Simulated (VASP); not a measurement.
# TaN (P6_3mc) in VASP: further runs

The runs below take TaN through electric field gradients, with LDA.

All numbers are computed with VASP 6.6.1; they aren't measurements. Logs are shortened: lines on timing, memory, paths and dates and some standing lists are left out, and cuts for length are marked.

### Step 1. The cell of the first run

It takes space group P6_3mc (No. 186, hexagonal). The conventional cell has a = 3.111 Å, b = 3.111 Å, c = 4.940 Å, α = 90.00°, β = 90.00°, γ = 120.00°. Within 2.5 Å of Ta (site symmetry 3m) lie 4 N at 1.88 to 1.90 Å. N (site symmetry 3m) has 4 Ta at 1.88 to 1.90 Å within 2.5 Å.

### Step 2. Electric field gradients, LDA (equal xx and yy strain of +2 %)

The input, INCAR:

```
SYSTEM = TaN
PREC     = Accurate       ! precision mode
ENCUT    = 520            ! plane-wave cutoff, eV
EDIFF    = 1E-8           ! SCF threshold, eV
ISMEAR   = -1             ! smearing method
SIGMA    = 0.03           ! smearing width, eV
LREAL    = .FALSE.        ! projectors in reciprocal space
LASPH    = .TRUE.         ! aspherical terms in the spheres
NELM     = 80             ! most SCF steps
ALGO     = Normal         ! electronic algorithm
ISIF     = 2              ! what is computed and relaxed
LWAVE    = .FALSE.        ! write WAVECAR
LCHARG   = .FALSE.        ! write CHGCAR
GGA      = CA             ! functional
LEFG     = .TRUE.       
NBANDS   = 24             ! bands
```

The input, KPOINTS:

```
regular mesh
0
G
  9 9 5
  0 0 0
```

The input, POSCAR:

```
TaN
1.0
    3.1110011123      0.0000000000      0.0000000000
   -1.5555005562      2.6942059945      0.0000000000
    0.0000000000      0.0000000000      4.9400000000
Ta N
2 2
Direct
    0.3333333333      0.6666666667      0.0000000000
    0.6666666667      0.3333333333      0.5000000000
    0.3333333333      0.6666666667      0.3850000000
    0.6666666667      0.3333333333      0.8850000000
```

Potentials or basis: VASP PAW LDA potentials, release 64 (Ta_pv, N).

Run with:

```
> cat potpaw_LDA.64/Ta_pv/POTCAR potpaw_LDA.64/N/POTCAR > POTCAR
> mpirun -np 1 vasp_std > vasp.out
```

OUTCAR:

```text
SYSTEM = TaN
   PREC = Accurate
   ENCUT = 520
   EDIFF = 1E-8
   ISMEAR = -1
   LREAL = .FALSE.
   LASPH = .TRUE.
   NELM = 80
   ISIF = 2
   GGA = CA

 ion  position               nearest neighbor table
   1  0.333  0.667  0.000-   4 1.88   4 1.88   4 1.88   3 1.90   2 3.05   2 3.05   2 3.05   2 3.05
                             2 3.05   2 3.05
   2  0.667  0.333  0.500-   3 1.88   3 1.88   3 1.88   4 1.90   1 3.05   1 3.05   1 3.05   1 3.05
                             1 3.05   1 3.05
   3  0.333  0.667  0.385-   2 1.88   2 1.88   2 1.88   1 1.90
   4  0.667  0.333  0.885-   1 1.88   1 1.88   1 1.88   2 1.90

  LATTYP: Found a hexagonal cell.
 ALAT       =     3.1110011123
 C/A-ratio  =     1.5879132863

  Lattice vectors:

 A1 = (   3.1110011123,   0.0000000000,   0.0000000000)
 A2 = (  -1.5555005562,   2.6942059945,   0.0000000000)
 A3 = (   0.0000000000,   0.0000000000,   4.9400000000)

Analysis of symmetry for initial positions (statically):
=====================================================================
 Subroutine PRICEL returns:
 Original cell was already a primitive cell.

 Routine SETGRP: Setting up the symmetry group for a
 hexagonal supercell.

 Subroutine GETGRP returns: Found 12 space group operations
 (whereof  6 operations were pure point group operations)
 out of a pool of 24 trial point group operations.

The static configuration has the point symmetry C_3v.
 The point group associated with its full space group is C_6v.

Analysis of symmetry for dynamics (positions and initial velocities):
=====================================================================
 Subroutine PRICEL returns:
 Original cell was already a primitive cell.

 Routine SETGRP: Setting up the symmetry group for a
 hexagonal supercell.

 Subroutine GETGRP returns: Found 12 space group operations
 (whereof  6 operations were pure point group operations)
 out of a pool of 24 trial point group operations.

The dynamic configuration has the point symmetry C_3v.
 The point group associated with its full space group is C_6v.

 Subroutine INISYM returns: Found 12 space group operations
 (whereof  6 operations are pure point group operations),
 and found     1 'primitive' translations

[... 140 lines left out ...]
  ext. energy  EPLUGINS =         0.00000000
  ---------------------------------------------------
  free energy    TOTEN  =       -44.15187905 eV

  energy without entropy =      -44.14416384  energy(sigma->0) =      -44.14802145

 E-fermi :   9.1994     XC(G=0): -13.5514

 val. band max:        9.1960607967   @ k =   0.1111  -0.0000   0.4000
 cond. band min:       9.2137351096   @ k =   0.1111   0.1111   0.4000
 fundamental gap:      0.0176743129
 Fermi energy:         9.1993739964

 k-point     1 :       0.0000    0.0000    0.0000
  band No.  band energies     occupation
      1     -26.6857      2.00000
      2     -25.6731      2.00000
      3     -25.6731      2.00000
      4     -25.4857      2.00000
      5     -25.4857      2.00000
      6     -25.4410      2.00000
[... 637 lines left out ...]
     23      16.2688      0.00000
     24      16.2688      0.00000

 [... further k-points ...]
[... 5 lines left out ...]
  --------------------------------------------------------------------------------------
  -------------------------------------------------------------------------------------
  Total       25.5913974     25.5913974     22.4964504     -0.0000000     -0.0000000      0.0000000
  in kB      990.2541479    990.2541480    870.4957733     -0.0000000     -0.0000000      0.0000000
  external PRESSURE =     950.3346897 kB  Pullay stress =       0.0000000 kB

 VOLUME and BASIS-vectors are now :
 -----------------------------------------------------------------------------
  energy-cutoff  :      520.00
  volume of cell :       41.41
      direct lattice vectors                 reciprocal lattice vectors
     3.111001112  0.000000000  0.000000000     0.321439937  0.185583434  0.000000000
    -1.555500556  2.694205994  0.000000000     0.000000000  0.371166868  0.000000000
     0.000000000  0.000000000  4.940000000     0.000000000  0.000000000  0.202429150

 POSITION                                       TOTAL-FORCE (eV/Angst)
 -----------------------------------------------------------------------------------
     -0.00000      1.79614      0.00000        -0.000000      0.000000      1.203755
      1.55550      0.89807      2.47000         0.000000     -0.000000      1.203755
     -0.00000      1.79614      1.90190        -0.000000     -0.000000     -1.203755
      1.55550      0.89807      4.37190        -0.000000     -0.000000     -1.203755
 -----------------------------------------------------------------------------------
    total drift:                               -0.000000      0.000000      0.000191

  FREE ENERGIE OF THE ION-ELECTRON SYSTEM (eV)
  ---------------------------------------------------
  free  energy   TOTEN  =       -44.1518790543 eV

  energy  without entropy=      -44.1441638418  energy(sigma->0) =      -44.14802145

 Electric field gradients (V/A^2)
---------------------------------------------------------------------
 ion       V_xx      V_yy      V_zz      V_xy      V_xz      V_yz
---------------------------------------------------------------------
   1     -46.640   -46.641    93.281    -0.000     0.000    -0.000
   2     -46.640   -46.641    93.281    -0.000    -0.000     0.000
   3      -4.808    -4.807     9.614     0.001     0.000    -0.000
   4      -4.808    -4.807     9.614     0.001    -0.000     0.000
---------------------------------------------------------------------

 Electric field gradients after diagonalization (V/A^2)
 (convention: |V_zz| > |V_xx| > |V_yy|)
----------------------------------------------------------------------
 ion       V_xx      V_yy      V_zz     asymmetry (V_yy - V_xx)/ V_zz
----------------------------------------------------------------------
   1     -46.641   -46.640    93.281       0.000
   2     -46.641   -46.640    93.281       0.000
   3      -4.808    -4.806     9.614       0.000
   4      -4.808    -4.806     9.614       0.000
----------------------------------------------------------------------

           NMR quadrupolar parameters

 Cq : quadrupolar parameter    Cq=e*Q*V_zz/h
 eta: asymmetry parameters     (V_yy - V_xx)/ V_zz
 Q  : nuclear electric quadrupole moment in mb (millibarn)
----------------------------------------------------------------------
 ion       Cq(MHz)       eta       Q (mb)
----------------------------------------------------------------------
   1       0.226       0.000       1.000
   2       0.226       0.000       1.000
   3       0.023       0.000       1.000
   4       0.023       0.000       1.000
----------------------------------------------------------------------
```

OSZICAR:

```text
N       E                     dE             d eps       ncg     rms          rms(c)
DAV:   1     0.277550420037E+03    0.27755E+03   -0.17822E+04  1728   0.143E+03
DAV:   2    -0.378755690098E+02   -0.31543E+03   -0.29993E+03  2120   0.412E+02
DAV:   3    -0.512842553496E+02   -0.13409E+02   -0.13251E+02  2136   0.843E+01
DAV:   4    -0.513964918171E+02   -0.11224E+00   -0.11215E+00  1912   0.816E+00
DAV:   5    -0.513977701945E+02   -0.12784E-02   -0.12780E-02  2256   0.771E-01    0.549E+01
DAV:   6    -0.443674462661E+02    0.70303E+01   -0.25923E+01  1776   0.378E+01    0.233E+01
DAV:   7    -0.442097202054E+02    0.15773E+00   -0.94248E-01  1928   0.745E+00    0.129E+01
DAV:   8    -0.441550208937E+02    0.54699E-01   -0.60962E-02  2056   0.191E+00    0.107E+00
DAV:   9    -0.441518814721E+02    0.31394E-02   -0.89619E-03  1936   0.630E-01    0.208E-01
DAV:  10    -0.441519064607E+02   -0.24989E-04   -0.30552E-04  2056   0.154E-01    0.516E-02
DAV:  11    -0.441518791858E+02    0.27275E-04   -0.10259E-04  1984   0.750E-02    0.106E-02
DAV:  12    -0.441518791335E+02    0.52207E-07   -0.37991E-06  2056   0.152E-02    0.797E-03
DAV:  13    -0.441518790903E+02    0.43259E-07   -0.13595E-07  2096   0.290E-03    0.398E-03
DAV:  14    -0.441518790541E+02    0.36219E-07   -0.10466E-07  1944   0.235E-03    0.637E-04
DAV:  15    -0.441518790543E+02   -0.24920E-09   -0.66626E-09  1064   0.588E-04
   1 F= -.44151879E+02 E0= -.44148021E+02  d E =-.771521E-02
```

Run time: 20 s. Hardware: 1 thread of Intel Xeon Platinum 8559C (Emerald Rapids), shared host; peak memory 0.16 GiB.

Results:

```yaml
Free_energy: -44.1519 eV
Pressure: 95.0 GPa
Largest_force: 1.204 eV/Å
Band_gap_on_the_k_mesh: zero (band 16 reaches 9.67 eV, above the bottom of band 17 at 7.64 eV)
```

Forces on the atoms (eV/Å):
```
Ta   0.000  0.000  1.204
Ta   0.000  0.000  1.204
N    0.000  0.000 -1.204
N    0.000  0.000 -1.204
```

Stress tensor (GPa, compression positive):
```
99.03  0.00  0.00
 0.00 99.03  0.00
 0.00  0.00 87.05
```

Levels at points of the mesh, in eV from the Fermi level:
```tsv
k point	band 13	band 14	band 15	band 16	band 17	band 18	band 19	band 20
(0.00, 0.00, 0.00)	-7.56	-7.25	-0.94	-0.94	-0.24	1.95	2.49	2.49
```

Electric field gradients, principal values (V/Å²):
```csv
atom,least,middle,greatest (by size)
1 Ta,-46.640,-46.641,93.281
2 Ta,-46.640,-46.641,93.281
3 N,-4.806,-4.808,9.614
4 N,-4.806,-4.808,9.614
```

Caveat: the cell differs from its parent crystal (equal xx and yy strain of +2 %); without QUAD_EFG the Cq values of the log hold for a quadrupole moment of 1 mb, not for the nuclei; spin-orbit coupling is left out, which moves the levels of the heavy elements; forces of over 1 eV/Å act on the atoms, so gaps and moduli don't describe the material at rest.

(Part 1 of 3 ends here.)
